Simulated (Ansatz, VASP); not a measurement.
**C in VASP and in Ansatz**

```
CELL_PARAMETERS angstrom
0.00000 1.78337 1.78337
1.78337 0.00000 1.78337
1.78337 1.78337 0.00000
ATOMIC_POSITIONS crystal
C 0.50000 0.50000 0.50000
C 0.75000 0.75000 0.75000
```

Alike in both runs: task relaxation of cell and atoms; functional PBE; k mesh 12 × 12 × 12; occupations gaussian, width 0.02 eV; no spin polarisation.

```csv
,VASP,Ansatz
version,VASP 6.6.1,Ansatz 0.2.0
potentials or method,"VASP PAW PBE potentials, release 64 (C), cutoff 600 eV","scalar-relativistic, plane waves, PAW"
valence electrons in the cell,8,8
```

Ansatz gave:

| Item | Value |
| --- | --- |
| gap on the k mesh at the Fermi level, each at its own relaxed structure (eV) | 4.15 |
| relaxed volume (Å³/atom) | 5.70 |
| relaxed length of the cell vector where the two differ most in proportion (Å) | 2.525 |

Question: Which values does VASP return?

Answer: gap on the k mesh at the Fermi level, each at its own relaxed structure (eV): 4.14; relaxed volume (Å³/atom): 5.69; relaxed length of the cell vector where the two differ most in proportion (Å): 2.525.
